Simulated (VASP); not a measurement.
# Pt in VASP: notebook, part 3 of 3

VASP 6.6.1. The steps go on from the part before.

## Step 5: Single point, LDA (normal strain along x -0.0275, normal strain along z -0.0525)

File INCAR:

```
PREC = Accurate ; ENCUT = 520
EDIFF = 1E-6 ; ISMEAR = 0
SIGMA = 0.15 ; LREAL = F
LASPH = T ; NELM = 60
ALGO = Fast ; ISIF = 2
LWAVE = F ; LCHARG = F
GGA = CA ; NBANDS = 11
```

File KPOINTS:

```
regular mesh
0
Gamma
  20 20 20
```

File POSCAR:

```
Pt
1.0
    0.0000000000      1.9468328700      1.8446241443
    1.8932949661      0.0000000000      1.8446241443
    1.8932949661      1.9468328700      0.0000000000
Pt
1
Direct
    0.0000000000      0.0000000000      0.0000000000
```

Potentials or basis: VASP PAW LDA potentials, release 64 (Pt).

The run is started by

```
cat potpaw_LDA.64/Pt/POTCAR > POTCAR
mpirun -np 1 vasp_std > vasp.out
```

OUTCAR:

```text
PREC = Accurate
   ENCUT = 520
   EDIFF = 1E-6
   ISMEAR = 0
   LREAL = F
   LASPH = T
   NELM = 60
   ISIF = 2
   GGA = CA

 ion  position               nearest neighbor table
   1  0.000  0.000  0.000-

  LATTYP: Found a face centered orthorhombic cell.
 ALAT       =     3.6892482886
 B/A-ratio  =     1.0263852243
 C/A-ratio  =     1.0554089710

  Lattice vectors:

 A1 = (   1.8932949661,   1.9468328700,   0.0000000000)
 A2 = (   0.0000000000,   1.9468328700,   1.8446241443)
 A3 = (   1.8932949661,   0.0000000000,   1.8446241443)

Analysis of symmetry for initial positions (statically):
=====================================================================
 Subroutine PRICEL returns:
 Original cell was already a primitive cell.

 Routine SETGRP: Setting up the symmetry group for a
 face centered orthorhombic supercell.

 Subroutine GETGRP returns: Found  8 space group operations
 (whereof  8 operations were pure point group operations)
 out of a pool of  8 trial point group operations.

The static configuration has the point symmetry D_2h.

Analysis of symmetry for dynamics (positions and initial velocities):
=====================================================================
 Subroutine PRICEL returns:
 Original cell was already a primitive cell.

 Routine SETGRP: Setting up the symmetry group for a
 face centered orthorhombic supercell.

 Subroutine GETGRP returns: Found  8 space group operations
 (whereof  8 operations were pure point group operations)
 out of a pool of  8 trial point group operations.

The dynamic configuration has the point symmetry D_2h.

 Subroutine INISYM returns: Found  8 space group operations
 (whereof  8 operations are pure point group operations),
 and found     1 'primitive' translations

----------------------------------------------------------------------------------------
[... 109 lines left out ...]
   IMIX   =      4    mixing-type and parameters
     AMIX     =   0.40;   BMIX     =  1.00
     AMIX_MAG =   1.60;   BMIX_MAG =  1.00
  volume/ion in A,a.u.               =      13.60        91.77
  Fermi-wavevector in a.u.,A,eV,Ry     =   1.477678  2.792407 29.708771  2.183533
  Thomas-Fermi vector in A             =   2.592053
   LORBIT       =      0    0 simple, 1 ext, 2 COOP (PROOUT), +10 PAW based schemes
   GGA     = CA    functional components
   LHFCALC =     F    Hartree Fock is set to
   AEXX    =    0.0000 exact exchange contribution
   IVDW    =     0    specifies the selected vdW correction
   LEPSILON=     F    determine dielectric tensor
   LRPA    =     F    only Hartree local field effects (RPA)
 non-spin polarized calculation
 RMM-DIIS sequential band-by-band and
 Gauss-broadening in eV      SIGMA  =   0.15
  energy-cutoff  :      520.00
  volume of cell :       13.60
 maximum number of plane-waves:       380
   NGX =  9   NGY =  9   NGZ =  9

 number of electron      10.0000001 magnetization

 Free energy of the ion-electron system (eV)
  ---------------------------------------------------
  ext. energy  EPLUGINS =         0.00000000
  ---------------------------------------------------
  free energy    TOTEN  =        -7.39402488 eV

  energy without entropy =       -7.37757103  energy(sigma->0) =       -7.38579796

 E-fermi :  13.2825     XC(G=0): -14.2931

 val. band max:       13.2823186737   @ k =   0.3500  -0.2500   0.3000
 cond. band min:      13.2830848714   @ k =  -0.3500   0.3500   0.1500
 fundamental gap:      0.0007661977
 Fermi energy:        13.2825369892

 k-point     1 :       0.0000    0.0000    0.0000
  band No.  band energies     occupation
      1       1.8173      2.00000
      2       8.4061      2.00000
      3       8.8045      2.00000
      4       9.1399      2.00000
      5      10.9599      2.00000
      6      11.7330      2.00000
      7      27.5624      0.00000
      8      32.2327      0.00000
      9      33.0501      0.00000
     10      33.9076      0.00000
     11      38.9569      0.00000
[... 309 lines left out ...]
 k-point    24 :      -0.3500    0.0500   -0.0000
  band No.  band energies     occupation
      1       4.8411      2.00000
      2       8.6390      2.00000
      3       9.1598      2.00000
      4       9.8554      2.00000
      5      12.3806      2.00000
      6      13.0334      1.98118
      7      23.2804      0.00000
      8      28.2618      0.00000
      9      34.0253      0.00000
     10      35.1278      0.00000
     11      39.9211      0.00000

 [... further k-points ...]
[... 5 lines left out ...]
  --------------------------------------------------------------------------------------
  -------------------------------------------------------------------------------------
  Total        2.8782081      2.3942695      3.0940057      0.0000000      0.0000000     -0.0000000
  in kB      339.1157358    282.0972018    364.5413957      0.0000000      0.0000000     -0.0000000
  external PRESSURE =     328.5847778 kB  Pullay stress =       0.0000000 kB

 VOLUME and BASIS-vectors are now :
 -----------------------------------------------------------------------------
  energy-cutoff  :      520.00
  volume of cell :       13.60
      direct lattice vectors                 reciprocal lattice vectors
     0.000000000  1.946832870  1.844624144    -0.264089859  0.256827388  0.271057929
     1.893294966  0.000000000  1.844624144     0.264089859 -0.256827388  0.271057929
     1.893294966  1.946832870  0.000000000     0.264089859  0.256827388 -0.271057929

 POSITION                                       TOTAL-FORCE (eV/Angst)
 -----------------------------------------------------------------------------------
      0.00000      0.00000      0.00000        -0.000000      0.000000      0.000000
 -----------------------------------------------------------------------------------
    total drift:                                0.000000      0.000000      0.000000

  FREE ENERGIE OF THE ION-ELECTRON SYSTEM (eV)
  ---------------------------------------------------
  free  energy   TOTEN  =        -7.3940248831 eV

  energy  without entropy=       -7.3775710335  energy(sigma->0) =       -7.38579796
```

OSZICAR:

```text
N       E                     dE             d eps       ncg     rms          rms(c)
DAV:   1     0.395588464550E+02    0.39559E+02   -0.54549E+03 26212   0.855E+02
DAV:   2    -0.720027872935E+01   -0.46759E+02   -0.44986E+02 29429   0.183E+02
DAV:   3    -0.780546035985E+01   -0.60518E+00   -0.60192E+00 30150   0.198E+01
DAV:   4    -0.780768655526E+01   -0.22262E-02   -0.22260E-02 29858   0.140E+00
DAV:   5    -0.780770208689E+01   -0.15532E-04   -0.15530E-04 30177   0.107E-01    0.180E+01
RMM:   6    -0.745628136935E+01    0.35142E+00   -0.28711E-01 25836   0.459E+00    0.946E+00
RMM:   7    -0.739910149957E+01    0.57180E-01   -0.77094E-02 27054   0.250E+00    0.264E+00
RMM:   8    -0.739415674128E+01    0.49448E-02   -0.10312E-02 27475   0.946E-01    0.538E-01
RMM:   9    -0.739401217572E+01    0.14457E-03   -0.80463E-04 30179   0.237E-01    0.822E-02
RMM:  10    -0.739402588597E+01   -0.13710E-04   -0.13352E-04 29990   0.873E-02    0.916E-02
RMM:  11    -0.739403600791E+01   -0.10122E-04   -0.39167E-05 28754   0.524E-02    0.974E-02
RMM:  12    -0.739403431504E+01    0.16929E-05   -0.36060E-06 27464   0.145E-02    0.906E-02
RMM:  13    -0.739413647099E+01   -0.10216E-03   -0.17827E-04 35763   0.108E-01    0.255E-01
RMM:  14    -0.739407282641E+01    0.63645E-04   -0.10733E-05 27667   0.269E-02    0.168E-01
RMM:  15    -0.739402504933E+01    0.47777E-04   -0.43363E-05 28293   0.535E-02    0.828E-03
RMM:  16    -0.739402488312E+01    0.16621E-06   -0.63766E-07 18485   0.705E-03
   1 F= -.73940249E+01 E0= -.73857980E+01  d E =-.164538E-01
```

It took 3.8 min on 1 thread of Intel Xeon 8259CL, shared host; peak memory 0.28 GiB.

What came out:

```yaml
Free_energy: -7.3940 eV
Pressure: 32.9 GPa
Band_gap_on_the_k_mesh: zero (bands 5 and 6 overlap by 2.92 eV)
```

Caveat: the cell differs from its parent crystal (normal strain along x -0.0275, normal strain along z -0.0525); the stress differs along the axes, from 28 to 36 GPa; spin-orbit coupling is left out, which moves the levels of the heavy elements.

## Step 6: Summary

| cell | gap on the mesh (eV) | pressure (GPa) |
| --- | --- | --- |
| a = 2.826, b = 2.826, c = 2.753 Å, angles 60.9, 60.9, 58.3°, 1 atom | none | -12.7 |
| a = 2.705, b = 2.629, c = 2.679 Å, angles 61.3, 58.5, 60.3°, 1 atom | none | 37.9 |
| a = 2.851, b = 2.851, c = 2.753 Å, angles 61.1, 61.1, 57.7°, 1 atom | none | -16.1 |
| a = 2.682, b = 2.643, c = 2.716 Å, angles 60.0, 58.6, 61.3°, 1 atom | none | 32.9 |

Alike in all rows: task single point; level LDA; potentials or basis VASP PAW LDA potentials, release 64 (Pt); no spin polarisation; k mesh 20 × 20 × 20; cutoff (eV) 520; smearing gaussian 0.15 eV.

Caveats: spin-orbit coupling is left out, which moves the levels of the heavy elements; the stress differs along the axes, from -16 to -11 GPa (at least some runs); the stress differs along the axes, from 32 to 42 GPa (at least some runs); the stress differs along the axes, from -21 to -14 GPa (at least some runs); the stress differs along the axes, from 28 to 36 GPa (at least some runs).

Total energies depend on the potentials used, so only differences within one code and one set of settings carry meaning.
